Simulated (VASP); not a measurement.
MgF2: single point with PBE

The system is MgF2.

```
Mg F
1.0
     4.69787    0.00000    0.00000
     0.00000    4.69787    0.00000
     0.00000    0.00000    3.09258
Mg F
2 4
Direct
  0.00000 0.00000 0.00000
  0.50000 0.50000 0.50000
  0.30357 0.30357 0.00000
  0.19643 0.80357 0.50000
  0.69643 0.69643 0.00000
  0.80357 0.19643 0.50000
```

```
Program                : VASP 6.6.1
Task                   : single point
Functional             : PBE
Potentials or basis    : VASP PAW PBE potentials, release 64 (Mg, F)
Cutoff                 : 600 eV
k mesh                 : 6 × 6 × 8
Occupations            : gaussian, width 0.02 eV
Spin                   : no spin polarisation
Dipole correction      : no
Further INCAR settings : ALGO = Normal; EDIFF = 1e-06; NBANDS = 25
```

| Item | Value |
| --- | --- |
| Pressure | -1.0 GPa |
| Band gap on the k mesh | 6.80 eV |

Forces in eV/Å, atoms in the order of the input:
```
Mg   0.000  0.000  0.000
Mg   0.000  0.000  0.000
F    0.001  0.001  0.000
F   -0.001  0.001  0.000
F   -0.001 -0.001  0.000
F    0.001 -0.001  0.000
```

Stress tensor (GPa, compression positive):
```
-0.95  0.00  0.00
 0.00 -0.95  0.00
 0.00  0.00 -1.04
```

Levels at points of the mesh, in eV from the valence-band top:
```tsv
k point	band 14	band 15	band 16	band 17	band 18	band 19
(0.00, 0.00, 0.00)	-0.31	-0.31	0.00	6.80	11.96	11.96
(0.50, 0.00, 0.00)	-0.95	-0.36	-0.36	9.15	9.15	13.18
(0.50, 0.50, 0.00)	-0.91	-0.72	-0.72	10.74	10.74	10.99
(0.00, 0.00, 0.50)	-1.06	-0.80	-0.80	11.47	11.47	14.66
(0.50, 0.00, 0.50)	-0.70	-0.62	-0.62	12.41	12.41	13.01
(0.50, 0.50, 0.50)	-0.57	-0.47	-0.47	12.81	12.81	13.08
```

Wall time 42 s on 1 thread of Intel(R) Xeon(R) Platinum 8488C (Sapphire Rapids) (shared host), peak memory 0.24 GiB.

A k mesh can miss the band edges. Expect the measured gap to be larger: semilocal functionals such as PBE lack the derivative discontinuity.
